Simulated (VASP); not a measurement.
Wanted: the native input for a VASP 6.6.1 run.

- Task: relaxation of cell and atoms
- Functional: PBE
- Potentials or basis: VASP PAW PBE potentials, release 64 (Ca_sv)
- Cutoff: 600 eV
- k mesh: 6 × 6 × 14
- Occupations: gaussian, width 0.1 eV
- Spin: no spin polarisation
- Dipole correction: no
- Further INCAR settings: ALGO = Normal; EDIFF = 1e-06; IBRION = 2; EDIFFG = -0.01; NSW = 100; ISIF = 3

The structure of Ca lies in POSCAR:

```
Ca
1.0
    7.2439082100      0.0000000000      0.0000000000
    0.0000000000      7.2439082100      0.0000000000
    0.0000000000      0.0000000000      3.3840612000
Ca
4
Direct
    0.0000000000      0.0000000000      0.0000000000
    0.0000000000      0.5000000000      0.0000000000
    0.5000000000      0.0000000000      0.0000000000
    0.5000000000      0.5000000000      0.5000000000
```

These files were run (other wordings do the same):

INCAR

```
SYSTEM = Ca
PREC = Accurate
ENCUT = 600
EDIFF = 1E-6
ISMEAR = 0
SIGMA = 0.1
LREAL = .False.
LASPH = .True.
NELM = 100
ALGO = Normal
ISIF = 3
LWAVE = .False.
LCHARG = .False.
GGA = PE
IBRION = 2
NSW = 100
EDIFFG = -0.01
```

KPOINTS

```
regular mesh
0
Gamma
  6 6 14
  0 0 0
```

Potentials or basis: VASP PAW PBE potentials, release 64 (Ca_sv).

Command:

```bash
$ cat potpaw_PBE.64/Ca_sv/POTCAR > POTCAR
$ mpirun -np 1 vasp_std > vasp.out
```

Results of the run:

| Quantity | Value |
| --- | --- |
| Relaxed volume | 42.83 Å³/atom |
| Relaxed cell | a = 6.815 Å, b = 6.815 Å, c = 3.688 Å, α = 90.00°, β = 90.00°, γ = 90.00° |
| Space group after relaxing (to 0.05 Å) | P4/mmm (No. 123) |
| Energy gained by relaxing | 86.9 meV/atom |
| Ionic steps | 8 |
| Pressure after relaxing | 0.0 GPa |
| Band gap on the k mesh | zero (band 20 reaches 2.06 eV, above the bottom of band 21 at 1.43 eV) |

Wall time 19 min on 1 thread of AMD EPYC 9R45 96-Core Processor (Zen 5) (shared host), peak memory 0.51 GiB.
